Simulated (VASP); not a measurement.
# W3O (P4_2/mmc) in VASP: further runs

Runs on W3O. Level: PBE. Tasks: single point.

Program: VASP 6.6.1. These are calculated values, not measurements. Logs are shortened: lines on timing, memory, paths and dates and some standing lists are left out, and cuts for length are marked.

## 1. The cell of the first run

It takes space group P4_2/mmc (No. 131, tetragonal). Conventional cell: a = 5.080 Å, b = 5.080 Å, c = 4.494 Å, α = 90.00°, β = 90.00°, γ = 90.00°. Within 3.4 Å of W (site symmetry m2m) lie 10 W at 2.54 to 3.05 Å and 4 O at 2.58 to 2.84 Å. Within 3.1 Å of W (site symmetry -4m2) lie 10 W at 2.25 to 3.05 Å and 4 O at 2.78 Å. Within 3.4 Å of O (site symmetry mmm) lie 12 W at 2.58 to 2.84 Å.

## 2. Single point, PBE (strain +0.040 along x and y, -0.080 along z)

File INCAR:

```
PREC = Accurate ; ENCUT = 520
EDIFF = 1E-6 ; ISMEAR = 0
SIGMA = 0.15 ; LREAL = F
LASPH = T ; NELM = 80
ALGO = Normal ; ISIF = 2
LWAVE = F ; LCHARG = T
GGA = PE ; LELF = T
LVHAR = T ; NBANDS = 58
```

File KPOINTS:

```
regular mesh
0
Gamma
  8 8 8
```

File POSCAR:

```
W3O
1.0
    5.0798829854      0.0000000000      0.0000000000
    0.0000000000      5.0798829854      0.0000000000
    0.0000000000      0.0000000000      4.4937426410
W O
6 2
Direct
    0.5000000000      0.7500000000      0.0000000000
    0.0000000000      0.5000000000      0.7500000000
    0.2500000000      0.0000000000      0.5000000000
    0.5000000000      0.2500000000      0.0000000000
    0.0000000000      0.5000000000      0.2500000000
    0.7500000000      0.0000000000      0.5000000000
    0.5000000000      0.5000000000      0.5000000000
    0.0000000000      0.0000000000      0.0000000000
```

Potentials or basis: VASP PAW PBE potentials, release 64 (W_sv, O).

The run is started by

```sh
$ cat potpaw_PBE.64/W_sv/POTCAR potpaw_PBE.64/O/POTCAR > POTCAR
$ mpirun -np 1 vasp_std > vasp.out
```

OUTCAR:

```text
PREC = Accurate
   ENCUT = 520
   EDIFF = 1E-6
   ISMEAR = 0
   LREAL = F
   LASPH = T
   NELM = 80
   ISIF = 2
   GGA = PE

 ion  position               nearest neighbor table
   1  0.500  0.750  0.000-   4 2.54   4 2.54   7 2.58   7 2.58   3 2.88   6 2.88   6 2.88   3 2.88
                             2 3.05   5 3.05   2 3.05   5 3.05
   2  0.000  0.500  0.750-   5 2.25   5 2.25   4 3.05   1 3.05   6 3.05   3 3.05   3 3.05   6 3.05
                             1 3.05   4 3.05
   3  0.250  0.000  0.500-   6 2.54   6 2.54   8 2.58   8 2.58   1 2.88   4 2.88   1 2.88   4 2.88
                             2 3.05   2 3.05   5 3.05   5 3.05
   4  0.500  0.250  0.000-   1 2.54   1 2.54   7 2.58   7 2.58   3 2.88   6 2.88   6 2.88   3 2.88
                             2 3.05   5 3.05   2 3.05   5 3.05
   5  0.000  0.500  0.250-   2 2.25   2 2.25   3 3.05   4 3.05   6 3.05   1 3.05   3 3.05   6 3.05
                             1 3.05   4 3.05
   6  0.750  0.000  0.500-   3 2.54   3 2.54   8 2.58   8 2.58   1 2.88   4 2.88   4 2.88   1 2.88
                             5 3.05   2 3.05   5 3.05   2 3.05
   7  0.500  0.500  0.500-   1 2.58   4 2.58   1 2.58   4 2.58
   8  0.000  0.000  0.000-   3 2.58   6 2.58   3 2.58   6 2.58

  LATTYP: Found a simple tetragonal cell.
 ALAT       =     5.0798829854
 C/A-ratio  =     0.8846153846

  Lattice vectors:

 A1 = (   5.0798829854,   0.0000000000,   0.0000000000)
 A2 = (   0.0000000000,   5.0798829854,   0.0000000000)
 A3 = (   0.0000000000,   0.0000000000,   4.4937426410)

Analysis of symmetry for initial positions (statically):
=====================================================================
 Subroutine PRICEL returns:
 Original cell was already a primitive cell.

 Routine SETGRP: Setting up the symmetry group for a
 simple tetragonal supercell.

 Subroutine GETGRP returns: Found 16 space group operations
 (whereof  8 operations were pure point group operations)
 out of a pool of 16 trial point group operations.

The static configuration has the point symmetry D_2h.
 The point group associated with its full space group is D_4h.

Analysis of symmetry for dynamics (positions and initial velocities):
=====================================================================
 Subroutine PRICEL returns:
 Original cell was already a primitive cell.

 Routine SETGRP: Setting up the symmetry group for a
 simple tetragonal supercell.

 Subroutine GETGRP returns: Found 16 space group operations
 (whereof  8 operations were pure point group operations)
 out of a pool of 16 trial point group operations.

The dynamic configuration has the point symmetry D_2h.
 The point group associated with its full space group is D_4h.

 Subroutine INISYM returns: Found 16 space group operations
 (whereof  8 operations are pure point group operations),
 and found     1 'primitive' translations

----------------------------------------------------------------------------------------

                                     Primitive cell

  volume of cell :     115.9620

  direct lattice vectors                    reciprocal lattice vectors
     5.079882985  0.000000000  0.000000000     0.196854928  0.000000000  0.000000000
     0.000000000  5.079882985  0.000000000     0.000000000  0.196854928  0.000000000
     0.000000000  0.000000000  4.493742641     0.000000000  0.000000000  0.222531658

  length of vectors
     5.079882985  5.079882985  4.493742641     0.196854928  0.196854928  0.222531658

  position of ions in fractional coordinates (direct lattice)
     0.500000000  0.750000000  0.000000000
     0.000000000  0.500000000  0.750000000
     0.250000000  0.000000000  0.500000000
     0.500000000  0.250000000  0.000000000
     0.000000000  0.500000000  0.250000000
     0.750000000  0.000000000  0.500000000
     0.500000000  0.500000000  0.500000000
     0.000000000  0.000000000  0.000000000

  ion indices of the primitive-cell ions
   primitive index   ion index
                 1           1
                 2           2
                 3           3
                 4           4
                 5           5
                 6           6
                 7           7
                 8           8

----------------------------------------------------------------------------------------

 KPOINTS: regular mesh

Automatic generation of k-mesh.
 Grid dimensions read from file:
 generate k-points for:    8    8    8

 Generating k-lattice:

  Cartesian coordinates                     Fractional coordinates (reciprocal lattice)
     0.024606866  0.000000000  0.000000000     0.125000000  0.000000000  0.000000000
     0.000000000  0.024606866  0.000000000     0.000000000  0.125000000  0.000000000
     0.000000000  0.000000000  0.027816457     0.000000000  0.000000000  0.125000000

  Length of vectors
     0.024606866  0.024606866  0.027816457

  Shift w.r.t. Gamma in fractional coordinates (k-lattice)
     0.000000000  0.000000000  0.000000000

 Subroutine IBZKPT returns following result:
 ===========================================

 Found     75 irreducible k-points:

 Following reciprocal coordinates:
            Coordinates               Weight
  0.000000  0.000000  0.000000      1.000000
  0.125000  0.000000  0.000000      4.000000
  0.250000  0.000000  0.000000      4.000000
  0.375000  0.000000  0.000000      4.000000
  0.500000  0.000000  0.000000      2.000000
  0.125000  0.125000  0.000000      4.000000
[... 16 lines left out ...]
  0.375000  0.125000  0.125000     16.000000
  0.500000  0.125000  0.125000      8.000000
 [... further k-points ...]
   k-points           NKPTS =     75   k-points in BZ     NKDIM =     75   number of bands    NBANDS=     58
   number of dos      NEDOS =    301   number of ions     NIONS =      8
   total plane-waves  NPLWV =  57600
   dimension x,y,z NGX =    40 NGY =   40 NGZ =   36
   dimension x,y,z NGXF=    80 NGYF=   80 NGZF=   72
   ions per type =               6   2
   NGX,Y,Z   is equivalent  to a cutoff of  13.09, 13.09, 13.32 a.u.
   NGXF,Y,Z  is equivalent  to a cutoff of  26.18, 26.18, 26.64 a.u.
 SYSTEM =  unknown system
   PREC   = accura    normal or accurate (medium, high low for compatibility)
   ISTART =      0    job   : 0-new  1-cont  2-samecut
   ICHARG =      2    charge: 1-file 2-atom 10-const
   ISPIN  =      1    spin polarized calculation?
   LNONCOLLINEAR =      F non collinear calculations
   LSORBIT =      F    spin-orbit coupling
   LASPH  =      T    aspherical Exc in radial PAW
   ENCUT  =  520.0 eV  38.22 Ry    6.18 a.u.   9.45  9.45  8.36*2*pi/ulx,y,z
   NELM   =     80;   NELMIN=  2; NELMDL= -5     # of ELM steps
   EDIFF  = 0.1E-05   stopping-criterion for ELM
   LREAL  =      F    real-space projection
   EDIFFG = 0.1E-04   stopping-criterion for IOM
   NSW    =      0    number of steps for IOM
   IBRION =     -1    ionic relax: 0-MD 1-quasi-New 2-CG
   NFREE  =      0    steps in history (QN), initial steepest desc. (CG)
   ISIF   =      2    stress and relaxation
   ISYM   =      2    0-nonsym 1-usesym 2-fastsym
   POTIM  = 0.5000    time-step for ionic-motion
   TEBEG  =    0.0;   TEEND  =   0.0 temperature during run
   PSTRESS=    0.0 pullay stress
   NELECT =      96.0000    total number of electrons
   NUPDOWN=      -1.0000    fix difference up-down
   EMIN   =  10.00;   EMAX   =-10.00  energy-range for DOS
   EFERMI =   0.00;   METHOD = LEGACY
   ISMEAR =     0;   SIGMA  =   0.15  broadening in eV -4-tet -1-fermi 0-gaus
   EFERMI_NEDOS =   21; number of points for ismear=-14 and -15
   IALGO  =     38    algorithm
   IMIX   =      4    mixing-type and parameters
     AMIX     =   0.40;   BMIX     =  1.00
     AMIX_MAG =   1.60;   BMIX_MAG =  1.00
  volume/ion in A,a.u.               =      14.50        97.82
  Fermi-wavevector in a.u.,A,eV,Ry     =   1.537187  2.904862 32.149803  2.362944
  Thomas-Fermi vector in A             =   2.643731
   LORBIT       =      0    0 simple, 1 ext, 2 COOP (PROOUT), +10 PAW based schemes
   GGA     = PE    functional components
   LHFCALC =     F    Hartree Fock is set to
   AEXX    =    0.0000 exact exchange contribution
   IVDW    =     0    specifies the selected vdW correction
   LEPSILON=     F    determine dielectric tensor
   LRPA    =     F    only Hartree local field effects (RPA)
 non-spin polarized calculation
 Gauss-broadening in eV      SIGMA  =   0.15
  energy-cutoff  :      520.00
  volume of cell :      115.96
 maximum number of plane-waves:      3147
 NGX is ok and might be reduce to    40
   NGX = 19   NGY = 19   NGZ = 17

 number of electron      95.9999994 magnetization

 Free energy of the ion-electron system (eV)
  ---------------------------------------------------
  ext. energy  EPLUGINS =         0.00000000
  ---------------------------------------------------
  free energy    TOTEN  =       -80.31359374 eV

  energy without entropy =      -80.24452200  energy(sigma->0) =      -80.27905787

 E-fermi :   9.7821     XC(G=0): -13.0807

 val. band max:        9.7634894728   @ k =   0.3750   0.2500   0.2500
 cond. band min:       9.7839225662   @ k =   0.5000   0.5000   0.3750
 fundamental gap:      0.0204330934
 Fermi energy:         9.7820850866

 k-point     1 :       0.0000    0.0000    0.0000
  band No.  band energies     occupation
      1     -64.5695      2.00000
      2     -64.3551      2.00000
      3     -64.2941      2.00000
      4     -64.1798      2.00000
      5     -64.1798      2.00000
      6     -64.0158      2.00000
[... 50 lines left out ...]
     57      13.0667      0.00000
     58      13.2055      0.00000

 k-point     2 :       0.1250    0.0000    0.0000
  band No.  band energies     occupation
      1     -64.5693      2.00000
      2     -64.3522      2.00000
      3     -64.2920      2.00000
      4     -64.1851      2.00000
      5     -64.1799      2.00000
      6     -64.0158      2.00000
[... 50 lines left out ...]
     57      13.1385      0.00000
     58      13.2008      0.00000
[... 1279 lines left out ...]
     57      12.3759      0.00000
     58      12.7227      0.00000

 k-point    24 :       0.5000    0.1250    0.1250
  band No.  band energies     occupation
      1     -64.5478      2.00000
      2     -64.3306      2.00000
      3     -64.2531      2.00000
      4     -64.2424      2.00000
      5     -64.1849      2.00000
      6     -64.0374      2.00000
[... 50 lines left out ...]
     57      12.3635      0.00000
     58      12.6722      0.00000

 [... further k-points ...]

------------------------ aborting loop because EDIFF is reached ----------------------------------------

  FORCE on cell =-STRESS in cart. coord.  units (eV):
  Direction    XX          YY          ZZ          XY          YZ          ZX
  --------------------------------------------------------------------------------------
  -------------------------------------------------------------------------------------
  Total       -2.0227157     -2.0227157     12.9956468     -0.0000000      0.0000000      0.0000000
  in kB      -27.9466536    -27.9466536    179.5530839     -0.0000000      0.0000000      0.0000000
  external PRESSURE =      41.2199256 kB  Pullay stress =       0.0000000 kB

 VOLUME and BASIS-vectors are now :
 -----------------------------------------------------------------------------
  energy-cutoff  :      520.00
  volume of cell :      115.96
      direct lattice vectors                 reciprocal lattice vectors
     5.079882985  0.000000000  0.000000000     0.196854928  0.000000000  0.000000000
     0.000000000  5.079882985  0.000000000     0.000000000  0.196854928  0.000000000
     0.000000000  0.000000000  4.493742641     0.000000000  0.000000000  0.222531658

 POSITION                                       TOTAL-FORCE (eV/Angst)
 -----------------------------------------------------------------------------------
      2.53994      3.80991      0.00000         0.000000      0.617472     -0.000000
      0.00000      2.53994      3.37031         0.000000     -0.000000      0.000000
      1.26997      0.00000      2.24687         0.617472     -0.000000      0.000000
      2.53994      1.26997      0.00000         0.000000     -0.617472      0.000000
      0.00000      2.53994      1.12344         0.000000     -0.000000      0.000000
      3.80991      0.00000      2.24687        -0.617472     -0.000000     -0.000000
      2.53994      2.53994      2.24687         0.000000     -0.000000      0.000000
      0.00000      0.00000      0.00000         0.000000     -0.000000      0.000000
 -----------------------------------------------------------------------------------
    total drift:                                0.000000     -0.000000      0.000000

  FREE ENERGIE OF THE ION-ELECTRON SYSTEM (eV)
  ---------------------------------------------------
  free  energy   TOTEN  =       -80.3135937375 eV

  energy  without entropy=      -80.2445219989  energy(sigma->0) =      -80.27905787
```

Wall time 4.2 min (1 thread of AMD EPYC 9R45 (Zen 5), shared host); peak memory 0.44 GiB.

Results:

```yaml
Free_energy: -80.3136 eV
Pressure: 4.1 GPa
Largest_force: 0.617 eV/Å
Band_gap_on_the_k_mesh: zero (bands 48 and 49 overlap by 0.70 eV)
```

Forces on the atoms (eV/Å):
```
W    0.000  0.617  0.000
W    0.000  0.000  0.000
W    0.617  0.000  0.000
W    0.000 -0.617  0.000
W    0.000  0.000  0.000
W   -0.617  0.000  0.000
O    0.000  0.000  0.000
O    0.000  0.000  0.000
```

Stress tensor (GPa, compression positive):
```
-2.79  0.00  0.00
 0.00 -2.79  0.00
 0.00  0.00 17.96
```

Caveat: the cell differs from its parent crystal (strain +0.040 along x and y, -0.080 along z); the stress differs along the axes, from -3 to 18 GPa; spin-orbit coupling is left out, which moves the levels of the heavy elements.

[end of part 1 of 2]

The gap in the log of VASP goes by the Fermi energy; the results here count the filled bands.